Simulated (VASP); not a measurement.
# Ta4H3 (P1) in VASP: relaxation of cell and atoms with PBE

Aim: the relaxation of cell and atoms of Ta4H3 with PBE.

Program: VASP 6.6.1. These are calculated values, not measurements. Logs are shortened: lines on timing, memory, paths and dates and some standing lists are left out, and cuts for length are marked.

### Step 1. The cell of the first run

The typed cell holds 7 atoms: a = 3.461 Å, b = 4.795 Å, c = 4.912 Å, α = 93.30°, β = 91.32°, γ = 91.51°.

### Step 2. Relaxation of cell and atoms, PBE

File INCAR:

```
SYSTEM = Ta4H3
PREC     = Accurate       ! precision mode
ENCUT    = 600            ! plane-wave cutoff, eV
EDIFF    = 1E-6           ! SCF threshold, eV
ISMEAR   = 0              ! smearing method
SIGMA    = 0.2            ! smearing width, eV
LREAL    = .False.        ! projectors in reciprocal space
LASPH    = .True.         ! aspherical terms in the spheres
NELM     = 100            ! most SCF steps
ALGO     = Normal         ! electronic algorithm
ISIF     = 3              ! what is computed and relaxed
LWAVE    = .False.        ! write WAVECAR
LCHARG   = .False.        ! write CHGCAR
GGA      = PE             ! functional
IBRION   = 2              ! ionic algorithm
NSW      = 80             ! ionic steps
EDIFFG   = -0.025         ! ionic threshold
```

File KPOINTS:

```
Automatic mesh
0
Gamma
  6 4 4
  0 0 0
```

File POSCAR:

```
Ta4H3
1.0
    3.4609228829     -0.0463643060     -0.0409824487
   -0.0637603667      4.7929223773     -0.1392910612
   -0.0569220436     -0.1406820812      4.9095866441
Ta H
4 3
Direct
    0.2308812195      0.1992817269      0.7527501870
    0.7666902510      0.2176839591      0.2571392797
    0.2296742541      0.7747229059      0.2790193792
    0.7468506394      0.7963114213      0.7553243311
    0.5764911709      0.5166641803      0.5205179536
    0.4674045807      0.5236115662     -0.0359535818
   -0.0179921156     -0.0282757596      0.4712024512
```

Potentials or basis: VASP PAW PBE potentials, release 64 (Ta_pv, H).

On the command line:

```sh
$ cat potpaw_PBE.64/Ta_pv/POTCAR potpaw_PBE.64/H/POTCAR > POTCAR
$ mpirun -np 1 vasp_std > vasp.out
```

OUTCAR:

```text
SYSTEM = Ta4H3
   PREC = Accurate
   ENCUT = 600
   EDIFF = 1E-6
   ISMEAR = 0
   LREAL = .False.
   LASPH = .True.
   NELM = 100
   ISIF = 3
   GGA = PE
   IBRION = 2
   NSW = 80
   EDIFFG = -0.025

 ion  position               nearest neighbor table
   1  0.231  0.199  0.753-   7 1.89   6 1.97   4 2.52   4 2.67   2 2.89   2 2.98   3 3.00   2 3.06
                             2 3.10   4 3.33   4 3.35   3 3.38
   2  0.767  0.218  0.257-   7 1.79   5 2.01   3 2.70   3 2.79   1 2.89   1 2.98   1 3.06   3 3.07
                             4 3.09   1 3.10   4 3.26   3 3.29   4 3.60
   3  0.230  0.775  0.279-   7 1.58   6 2.10   5 2.14   2 2.70   2 2.79   4 2.90   4 2.91   1 3.00
                             4 3.04   2 3.07   4 3.17   2 3.29   1 3.38
   4  0.747  0.796  0.755-   5 1.80   7 1.86   6 1.96   1 2.52   1 2.67   3 2.90   3 2.91   3 3.04
                             2 3.09   3 3.17   2 3.26   1 3.33   1 3.35   2 3.60
   5  0.576  0.517  0.521-   4 1.80   2 2.01   3 2.14
   6  0.467  0.524  0.964-   4 1.96   1 1.97   3 2.10
   7  0.982  0.972  0.471-   3 1.58   2 1.79   4 1.86   1 1.89

  LATTYP: Found a triclinic cell.
 ALAT       =     5.8397795527
 B/A-ratio  =     0.5927408756
 C/A-ratio  =     0.8411159378
 COS(alpha) =     0.0230369817
 COS(beta)  =     0.0608757883
 COS(gamma) =     0.5711134795

  Lattice vectors:

 A1 = (   3.3971625162,   4.7465580713,  -0.1802735099)
 A2 = (   3.4609228829,  -0.0463643060,  -0.0409824487)
 A3 = (   0.0569220436,   0.1406820812,  -4.9095866441)

Analysis of symmetry for initial positions (statically):
=====================================================================
 Subroutine PRICEL returns:
 Original cell was already a primitive cell.

 Routine SETGRP: Setting up the symmetry group for a
 triclinic supercell.

 Subroutine GETGRP returns: Found  1 space group operations
 (whereof  1 operations were pure point group operations)
 out of a pool of  2 trial point group operations.

The static configuration has the point symmetry C_1 .

Analysis of symmetry for dynamics (positions and initial velocities):
=====================================================================
 Subroutine PRICEL returns:
 Original cell was already a primitive cell.

 Routine SETGRP: Setting up the symmetry group for a
 triclinic supercell.

 Subroutine GETGRP returns: Found  1 space group operations
 (whereof  1 operations were pure point group operations)
 out of a pool of  2 trial point group operations.

The dynamic configuration has the point symmetry C_1 .

 Subroutine INISYM returns: Found  1 space group operations
 (whereof  1 operations are pure point group operations),
 and found     1 'primitive' translations

----------------------------------------------------------------------------------------

                                     Primitive cell

  volume of cell :      81.3457

  direct lattice vectors                    reciprocal lattice vectors
     3.460922883 -0.046364306 -0.040982449     0.289034151  0.003945703  0.003464142
    -0.063760367  4.792922377 -0.139291061     0.002869177  0.208854035  0.006017887
    -0.056922044 -0.140682081  4.909586644     0.002494096  0.005958384  0.203882787

  length of vectors
     3.461476045  4.795369881  4.911931655     0.289081839  0.208960415  0.203985082

  position of ions in fractional coordinates (direct lattice)
     0.230881219  0.199281727  0.752750187
     0.766690251  0.217683959  0.257139280
     0.229674254  0.774722906  0.279019379
     0.746850639  0.796311421  0.755324331
     0.576491171  0.516664180  0.520517954
     0.467404581  0.523611566  0.964046418
     0.982007884  0.971724240  0.471202451

  ion indices of the primitive-cell ions
   primitive index   ion index
                 1           1
                 2           2
                 3           3
                 4           4
                 5           5
                 6           6
                 7           7

----------------------------------------------------------------------------------------

 KPOINTS: Automatic mesh

Automatic generation of k-mesh.
 Grid dimensions read from file:
 generate k-points for:    6    4    4

 Generating k-lattice:

  Cartesian coordinates                     Fractional coordinates (reciprocal lattice)
     0.048172359  0.000657617  0.000577357     0.166666667  0.000000000  0.000000000
     0.000717294  0.052213509  0.001504472     0.000000000  0.250000000  0.000000000
     0.000623524  0.001489596  0.050970697     0.000000000 -0.000000000  0.250000000

  Length of vectors
     0.048180306  0.052240104  0.050996270

  Shift w.r.t. Gamma in fractional coordinates (k-lattice)
     0.000000000  0.000000000  0.000000000

 Subroutine IBZKPT returns following result:
 ===========================================

 Found     52 irreducible k-points:

 Following reciprocal coordinates:
            Coordinates               Weight
  0.000000  0.000000  0.000000      1.000000
  0.166667 -0.000000  0.000000      2.000000
  0.333333 -0.000000 -0.000000      2.000000
  0.500000 -0.000000 -0.000000      1.000000
  0.000000  0.250000 -0.000000      2.000000
  0.166667  0.250000 -0.000000      2.000000
[... 16 lines left out ...]
  0.333333  0.250000  0.250000      2.000000
  0.500000  0.250000  0.250000      2.000000
 [... further k-points ...]
   k-points           NKPTS =     52   k-points in BZ     NKDIM =     52   number of bands    NBANDS=     28
   number of dos      NEDOS =    301   number of ions     NIONS =      7
   total plane-waves  NPLWV =  44800
   dimension x,y,z NGX =    28 NGY =   40 NGZ =   40
   dimension x,y,z NGXF=    56 NGYF=   80 NGZF=   80
   ions per type =               4   3
   NGX,Y,Z   is equivalent  to a cutoff of  13.45, 13.87, 13.54 a.u.
   NGXF,Y,Z  is equivalent  to a cutoff of  26.90, 27.73, 27.08 a.u.
 SYSTEM =  Ta4H3
   PREC   = accura    normal or accurate (medium, high low for compatibility)
   ISTART =      0    job   : 0-new  1-cont  2-samecut
   ICHARG =      2    charge: 1-file 2-atom 10-const
   ISPIN  =      1    spin polarized calculation?
   LNONCOLLINEAR =      F non collinear calculations
   LSORBIT =      F    spin-orbit coupling
   LASPH  =      T    aspherical Exc in radial PAW
   ENCUT  =  600.0 eV  44.10 Ry    6.64 a.u.   6.91  9.58  9.81*2*pi/ulx,y,z
   NELM   =    100;   NELMIN=  2; NELMDL= -5     # of ELM steps
   EDIFF  = 0.1E-05   stopping-criterion for ELM
   LREAL  =      F    real-space projection
   EDIFFG = -.3E-01   stopping-criterion for IOM
   NSW    =     80    number of steps for IOM
   IBRION =      2    ionic relax: 0-MD 1-quasi-New 2-CG
   NFREE  =      1    steps in history (QN), initial steepest desc. (CG)
   ISIF   =      3    stress and relaxation
   ISYM   =      2    0-nonsym 1-usesym 2-fastsym
   POTIM  = 0.5000    time-step for ionic-motion
   TEBEG  =    0.0;   TEEND  =   0.0 temperature during run
   PSTRESS=    0.0 pullay stress
   NELECT =      47.0000    total number of electrons
   NUPDOWN=      -1.0000    fix difference up-down
   EMIN   =  10.00;   EMAX   =-10.00  energy-range for DOS
   EFERMI =   0.00;   METHOD = LEGACY
   ISMEAR =     0;   SIGMA  =   0.20  broadening in eV -4-tet -1-fermi 0-gaus
   EFERMI_NEDOS =   21; number of points for ismear=-14 and -15
   IALGO  =     38    algorithm
   IMIX   =      4    mixing-type and parameters
     AMIX     =   0.40;   BMIX     =  1.00
     AMIX_MAG =   1.60;   BMIX_MAG =  1.00
  volume/ion in A,a.u.               =      11.62        78.42
  Fermi-wavevector in a.u.,A,eV,Ry     =   1.363524  2.576686 25.295906  1.859197
  Thomas-Fermi vector in A             =   2.489919
   LORBIT       =      0    0 simple, 1 ext, 2 COOP (PROOUT), +10 PAW based schemes
   GGA     = PE    functional components
   LHFCALC =     F    Hartree Fock is set to
   AEXX    =    0.0000 exact exchange contribution
   IVDW    =     0    specifies the selected vdW correction
   LEPSILON=     F    determine dielectric tensor
   LRPA    =     F    only Hartree local field effects (RPA)
 conjugate gradient relaxation of ions
 non-spin polarized calculation
 Gauss-broadening in eV      SIGMA  =   0.20
  energy-cutoff  :      600.00
  volume of cell :       81.35
 maximum number of plane-waves:      2730
   NGX = 13   NGY = 19   NGZ = 19

--------------------------------------- Ionic step        1  -------------------------------------------

 number of electron      47.0000000 magnetization

 Free energy of the ion-electron system (eV)
  ---------------------------------------------------
  ext. energy  EPLUGINS =         0.00000000
  ---------------------------------------------------
  free energy    TOTEN  =       -56.06537334 eV

  energy without entropy =      -56.02368691  energy(sigma->0) =      -56.04453012

------------------------ aborting loop because EDIFF is reached ----------------------------------------

  FORCE on cell =-STRESS in cart. coord.  units (eV):
  Direction    XX          YY          ZZ          XY          YZ          ZX
  --------------------------------------------------------------------------------------
  -------------------------------------------------------------------------------------
  Total        5.4000899      8.8986410      4.1546062      1.2866374      5.3601771     -0.8130888
  in kB      106.3597293    175.2669043     81.8287827     25.3415040    105.5736100    -16.0145304
  external PRESSURE =     121.1518054 kB  Pullay stress =       0.0000000 kB
[... 104 lines left out ...]
  FREE ENERGIE OF THE ION-ELECTRON SYSTEM (eV)
  ---------------------------------------------------
  free  energy   TOTEN  =       -57.9358796659 eV

  energy  without entropy=      -57.8970859841  energy(sigma->0) =      -57.91648282

[... ionic steps 4 to 23 ...]

--------------------------------------- Ionic step       24  -------------------------------------------

 number of electron      46.9999999 magnetization

------------------------ aborting loop because EDIFF is reached ----------------------------------------

  FORCE on cell =-STRESS in cart. coord.  units (eV):
  Direction    XX          YY          ZZ          XY          YZ          ZX
  --------------------------------------------------------------------------------------
  -------------------------------------------------------------------------------------
  Total       -0.1018340     -0.1621447     -0.1503304     -0.0189540      0.0238161     -0.0244079
  in kB       -2.0209202     -3.2178020     -2.9833434     -0.3761467      0.4726365     -0.4843817
  external PRESSURE =      -2.7406885 kB  Pullay stress =       0.0000000 kB
[... 67 lines left out ...]
  energy  without entropy=      -58.6141499821  energy(sigma->0) =      -58.63187954

--------------------------------------- Ionic step       26  -------------------------------------------

 number of electron      46.9999999 magnetization

 Free energy of the ion-electron system (eV)
  ---------------------------------------------------
  ext. energy  EPLUGINS =         0.00000000
  ---------------------------------------------------
  free energy    TOTEN  =       -58.64978577 eV

  energy without entropy =      -58.61443550  energy(sigma->0) =      -58.63211064

 E-fermi :   5.5514     XC(G=0): -12.4121

 val. band max:        5.5122683217   @ k =   0.3333  -0.0000  -0.0000
 cond. band min:       5.6179356563   @ k =   0.0000  -0.0000   0.5000
 fundamental gap:      0.1056673346
 Fermi energy:         5.5513776370

 k-point     1 :       0.0000    0.0000    0.0000
  band No.  band energies     occupation
      1     -29.2856      2.00000
      2     -29.0778      2.00000
      3     -28.9050      2.00000
      4     -28.8634      2.00000
      5     -28.8334      2.00000
      6     -28.5305      2.00000
[... 733 lines left out ...]
     27       8.6243      0.00000
     28       8.6698      0.00000

 [... further k-points ...]

------------------------ aborting loop because EDIFF is reached ----------------------------------------

  FORCE on cell =-STRESS in cart. coord.  units (eV):
  Direction    XX          YY          ZZ          XY          YZ          ZX
  --------------------------------------------------------------------------------------
  -------------------------------------------------------------------------------------
  Total        0.0023399     -0.0053206      0.0039369     -0.0086991     -0.0066756      0.0096505
  in kB        0.0464984     -0.1057297      0.0782317     -0.1728651     -0.1326559      0.1917711
  external PRESSURE =       0.0063334 kB  Pullay stress =       0.0000000 kB
[... 22 lines left out ...]
  FREE ENERGIE OF THE ION-ELECTRON SYSTEM (eV)
  ---------------------------------------------------
  free  energy   TOTEN  =       -58.6497857688 eV

  energy  without entropy=      -58.6144355022  energy(sigma->0) =      -58.63211064

 reached required accuracy - stopping structural energy minimisation
```

It took 24 min on 1 thread of Intel Xeon Platinum 8259CL at 2.50GHz (Skylake/Cascade Lake), shared host; peak memory 0.3 GiB.

Results:

| Item | Value |
| --- | --- |
| Free energy | -58.6498 eV |
| Relaxed volume | 11.52 Å³/atom |
| Relaxed cell | a = 3.475 Å, b = 4.798 Å, c = 4.836 Å, α = 89.95°, β = 90.02°, γ = 90.00° |
| Space group after relaxing (to 0.1 Å) | P222 (No. 16) |
| Energy gained by relaxing | 369.2 meV/atom |
| Ionic steps | 26 |
| Pressure after relaxing | 0.0 GPa |
| Largest force after relaxing | 0.019 eV/Å |
| Band gap on the k mesh | zero (an odd number of electrons rules out a gap without spin polarisation) |

Forces on the atoms (eV/Å):
```
Ta   0.006 -0.002  0.008
Ta   0.000 -0.015 -0.002
Ta  -0.002  0.010  0.011
Ta   0.018  0.003 -0.006
H   -0.005 -0.007 -0.003
H   -0.002  0.002 -0.008
H   -0.014  0.009 -0.001
```

The path:
| step | energy change (eV) | largest force (eV/Å) | pressure (GPa) | volume (Å³) |
| --- | --- | --- | --- | --- |
| 1 | 0.0000 | 7.5063 | 12.12 | 81.35 |
| 2 | -1.0584 | 2.5609 | -17.42 | 91.99 |
| 3 | -1.8705 | 1.0005 | -11.56 | 86.93 |
| 4 | -2.2284 | 1.7571 | 6.76 | 78.54 |
| 5 | -2.2668 | 1.2862 | 1.69 | 80.36 |
| 6 | -2.4421 | 0.6241 | 1.81 | 79.93 |
| 7 | -2.4668 | 0.5507 | 2.27 | 79.69 |
| 8 | -2.5097 | 0.3620 | -2.17 | 81.39 |
| 9 | -2.5101 | 0.3414 | -2.62 | 81.57 |
| 10 | -2.5446 | 0.3005 | -0.67 | 80.82 |
| 11 | -2.5486 | 0.3243 | 0.29 | 80.48 |
| 12 | -2.5613 | 0.2471 | 0.32 | 80.48 |
| 13 | -2.5668 | 0.2719 | 0.41 | 80.47 |
| 14 | -2.5750 | 0.1293 | -0.55 | 80.84 |
| 15 | -2.5758 | 0.1156 | -0.92 | 80.99 |
| 16 | -2.5791 | 0.1298 | 0.82 | 80.32 |
| 17 | -2.5794 | 0.1012 | 0.44 | 80.47 |
| 18 | -2.5819 | 0.0871 | 0.07 | 80.60 |
| 19 | -2.5820 | 0.0944 | -0.05 | 80.65 |
| 20 | -2.5833 | 0.0468 | -0.08 | 80.66 |
| 21 | -2.5834 | 0.0624 | -0.09 | 80.66 |
| 22 | -2.5840 | 0.0316 | 0.16 | 80.56 |
| 23 | -2.5840 | 0.0375 | 0.24 | 80.53 |
| 24 | -2.5842 | 0.0350 | -0.27 | 80.73 |
| 25 | -2.5842 | 0.0359 | -0.10 | 80.66 |
| 26 | -2.5844 | 0.0193 | 0.00 | 80.63 |

Final structure:
```cif
data_structure
_symmetry_space_group_name_H-M 'P 1'
_symmetry_Int_Tables_number 1
_cell_length_a 3.4745
_cell_length_b 4.7980
_cell_length_c 4.8364
_cell_angle_alpha 89.949
_cell_angle_beta 90.021
_cell_angle_gamma 89.995
_cell_volume 80.63
loop_
_atom_site_label
_atom_site_type_symbol
_atom_site_fract_x
_atom_site_fract_y
_atom_site_fract_z
_atom_site_occupancy
Ta1 Ta 0.24655 0.24525 0.75590 1
Ta2 Ta 0.75288 0.24512 0.24413 1
Ta3 Ta 0.24676 0.75478 0.24372 1
Ta4 Ta 0.75239 0.75510 0.75607 1
H1 H 0.50051 0.50032 0.50008 1
H2 H 0.49970 0.49986 0.00013 1
H3 H 0.00120 0.99957 0.49998 1
```

Levels at points of the mesh, in eV from the Fermi level:
```tsv
k point	band 22	band 23	band 24	band 25	band 26	band 27
(0.00, 0.00, 0.00)	-0.13	-0.05	0.35	2.49	2.99	3.10
(0.50, 0.00, 0.00)	-1.45	0.18	0.31	0.64	0.67	2.37
(0.00, 0.50, 0.00)	-0.61	-0.10	0.15	0.57	0.77	2.19
(0.50, 0.50, 0.00)	-1.30	-1.23	-1.12	2.11	2.37	2.64
(0.00, 0.00, 0.50)	-0.61	-0.09	0.07	0.60	0.88	2.08
(0.50, 0.00, 0.50)	-1.29	-1.28	-1.11	2.23	2.27	2.30
(0.00, 0.50, 0.50)	-0.29	-0.17	0.35	0.44	0.59	0.62
(0.50, 0.50, 0.50)	-0.82	0.35	0.47	2.46	2.58	2.63
```

Caveat: spin-orbit coupling is left out, which moves the levels of the heavy elements; an odd number of electrons without spin polarisation forces a metal; a magnetic or distorted state may lie lower.

The gap in the log of VASP goes by the Fermi energy; the results here count the filled bands.